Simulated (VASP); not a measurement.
# RbBr (F-43m) in VASP: notebook, part 2 of 2

VASP 6.6.1.

### Step 6. Relaxation of cell and atoms, PBEsol

This run uses another cell than the first one, of 58.99 Å³/atom, 1.018 times its volume.

The input, INCAR:

```
  ALGO = Normal
  EDIFF = 1E-6
  EDIFFG = -0.005
  ENCUT = 600
  GGA = PS
  IBRION = 2
  ISIF = 3
  ISMEAR = -1
  LASPH = True
  LCHARG = False
  LREAL = False
  LWAVE = False
  NELM = 60
  NSW = 80
  PREC = Accurate
  SIGMA = 0.02
```

The input, KPOINTS:

```
k-points
0
Gamma
  6 6 6
```

The input, POSCAR:

```
RbBr
1.0
    0.0000000000      3.8928605788      3.8928605788
    3.8928605788      0.0000000000      3.8928605788
    3.8928605788      3.8928605788      0.0000000000
Rb Br
1 1
Direct
    0.0000000000      0.0000000000      0.0000000000
    0.2500000000      0.2500000000      0.2500000000
```

Potentials or basis: VASP PAW PBE potentials, release 64 (Rb_sv, Br).

The run is started by

```sh
> cat potpaw_PBE.64/Rb_sv/POTCAR potpaw_PBE.64/Br/POTCAR > POTCAR
> mpirun -np 1 vasp_std > vasp.out
```

OUTCAR:

```text
EDIFF = 1E-6
   EDIFFG = -0.005
   ENCUT = 600
   GGA = PS
   IBRION = 2
   ISIF = 3
   ISMEAR = -1
   LASPH = True
   LREAL = False
   NELM = 60
   NSW = 80
   PREC = Accurate

 ion  position               nearest neighbor table
   1  0.000  0.000  0.000-   2 3.37   2 3.37   2 3.37   2 3.37
   2  0.250  0.250  0.250-   1 3.37   1 3.37   1 3.37   1 3.37

  LATTYP: Found a face centered cubic cell.
 ALAT       =     7.7857211576

  Lattice vectors:

 A1 = (   0.0000000000,   3.8928605788,   3.8928605788)
 A2 = (   3.8928605788,   0.0000000000,   3.8928605788)
 A3 = (   3.8928605788,   3.8928605788,   0.0000000000)

Analysis of symmetry for initial positions (statically):
=====================================================================
 Subroutine PRICEL returns:
 Original cell was already a primitive cell.

 Routine SETGRP: Setting up the symmetry group for a
 face centered cubic supercell.

 Subroutine GETGRP returns: Found 24 space group operations
 (whereof 24 operations were pure point group operations)
 out of a pool of 48 trial point group operations.

The static configuration has the point symmetry T_d .

Analysis of symmetry for dynamics (positions and initial velocities):
=====================================================================
 Subroutine PRICEL returns:
[... 145 lines left out ...]
  ext. energy  EPLUGINS =         0.00000000
  ---------------------------------------------------
  free energy    TOTEN  =        -6.12230196 eV

  energy without entropy =       -6.12230196  energy(sigma->0) =       -6.12230196

------------------------ aborting loop because EDIFF is reached ----------------------------------------

  FORCE on cell =-STRESS in cart. coord.  units (eV):
  Direction    XX          YY          ZZ          XY          YZ          ZX
  --------------------------------------------------------------------------------------
  -------------------------------------------------------------------------------------
  Total       -0.3077441     -0.3077441     -0.3077441     -0.0000000     -0.0000000      0.0000000
  in kB       -4.1789167     -4.1789167     -4.1789167     -0.0000000     -0.0000000      0.0000000
  external PRESSURE =      -4.1789167 kB  Pullay stress =       0.0000000 kB
[... 59 lines left out ...]
--------------------------------------- Ionic step        3  -------------------------------------------

 number of electron      15.9999999 magnetization

 Free energy of the ion-electron system (eV)
  ---------------------------------------------------
  ext. energy  EPLUGINS =         0.00000000
  ---------------------------------------------------
  free energy    TOTEN  =        -6.13065425 eV

  energy without entropy =       -6.13065425  energy(sigma->0) =       -6.13065425

 E-fermi :  -2.5084     XC(G=0):  -5.8673

 val. band max:       -3.0622576122   @ k =   0.5000   0.5000   0.0000
 cond. band min:       1.0936767757   @ k =   0.0000   0.0000   0.0000
 fundamental gap:      4.1559343880
 Fermi energy:        -2.5083980820

 k-point     1 :       0.0000    0.0000    0.0000
  band No.  band energies     occupation
      1     -27.5379      2.00000
      2     -14.9581      2.00000
      3     -11.6623      2.00000
      4     -11.6623      2.00000
      5     -11.6623      2.00000
      6      -3.1697      2.00000
      7      -3.1697      2.00000
      8      -3.1697      2.00000
      9       1.0937      0.00000
     10       5.1284      0.00000
     11       5.1284      0.00000
     12       6.1742      0.00000
[... 252 lines left out ...]
  FREE ENERGIE OF THE ION-ELECTRON SYSTEM (eV)
  ---------------------------------------------------
  free  energy   TOTEN  =        -6.1306542547 eV

  energy  without entropy=       -6.1306542547  energy(sigma->0) =       -6.13065425

 reached required accuracy - stopping structural energy minimisation
```

CONTCAR:

```text
RbBr
   1.00000000000000
     0.0000000000000000    3.8266927424846378    3.8266927424846378
     3.8266927424846378   -0.0000000000000000    3.8266927424846378
     3.8266927424846378    3.8266927424846378    0.0000000000000000
  Rb              Br
     1     1
Direct
     0.0000000000000000    0.0000000000000000    0.0000000000000000
     0.2500000000000000    0.2500000000000000    0.2500000000000000

  0.00000000E+00  0.00000000E+00  0.00000000E+00
  0.00000000E+00  0.00000000E+00  0.00000000E+00
```

It took 76 s on 1 thread of Intel Xeon 6975P-C, shared host; peak memory 0.34 GiB.

Results:

```yaml
Free_energy: -6.1307 eV
Relaxed_volume: 56.04 Å³/atom
Relaxed_cell: a = 5.412 Å, b = 5.412 Å, c = 5.412 Å, α = 60.00°, β = 60.00°, γ = 60.00°
Space_group_after_relaxing_to_0.05_Å: F-43m (No. 216)
Energy_gained_by_relaxing: 4.2 meV/atom
Ionic_steps: 3
Pressure_after_relaxing: 0.0 GPa
Band_gap_on_the_k_mesh: 4.16 eV, indirect (least direct gap 4.26 eV)
```

The path:
```csv
step,energy change (eV),largest force (eV/Å),pressure (GPa),volume (Å³)
1,0.0000,0.0000,-0.42,117.99
2,-0.0055,0.0000,-0.25,115.38
3,-0.0084,0.0000,-0.01,112.07
```

Final structure:
```
Rb Br
1.0
     0.00000    3.82669    3.82669
     3.82669    0.00000    3.82669
     3.82669    3.82669    0.00000
Rb Br
1 1
Direct
  0.00000 0.00000 0.00000
  0.25000 0.25000 0.25000
```

Levels at points of the mesh, in eV from the valence-band top:
```tsv
k point	band 5	band 6	band 7	band 8	band 9	band 10	band 11	band 12
(0.00, 0.00, 0.00)	-8.60	-0.11	-0.11	-0.11	4.16	8.19	8.19	9.24
(0.50, 0.00, 0.00)	-8.55	-0.32	-0.05	-0.05	6.38	6.63	7.87	7.87
(0.50, 0.50, 0.00)	-8.50	-0.43	0.00	0.00	6.02	6.78	8.63	9.08
```

Caveat: the PAW data sets were made with another functional, which shifts forces and pressure a little.

### Step 7. Overview

```csv
task,level,potentials or basis,cell,cutoff (eV),smearing,gap on the mesh (eV),pressure (GPa)
single point,PBE,"VASP PAW PBE potentials, release 64 (Rb_sv, Br)","a = 5.472 Å, angles 60.0°, 2 atoms",520,fermi-dirac 0.02 eV,4.08,0.2
single point,LDA,"VASP PAW LDA potentials, release 64 (Rb_sv, Br)","a = 5.472 Å, angles 60.0°, 2 atoms",520,gaussian 0.01 eV,3.82,-0.9
single point,r2SCAN,"VASP PAW PBE potentials, release 64 (Rb_sv, Br)","a = 5.472 Å, angles 60.0°, 2 atoms",520,fermi-dirac 0.02 eV,4.65,0.0
single point,r2SCAN,"VASP PAW PBE potentials, release 64 (Rb_sv, Br)","a = 5.472 Å, angles 60.0°, 2 atoms",520,gaussian 0.01 eV,4.65,0.0
relaxation of cell and atoms,PBEsol,"VASP PAW PBE potentials, release 64 (Rb_sv, Br)","relaxed from a = 5.505 Å, angles 60.0°, 2 atoms",600,fermi-dirac 0.02 eV,4.16,0.0
```

Alike in all rows: no spin polarisation; k mesh 6 × 6 × 6.

Caveats: the PAW data sets were made with another functional, which shifts forces and pressure a little (some runs).

Absolute energies hang on the potentials; compare differences alone.
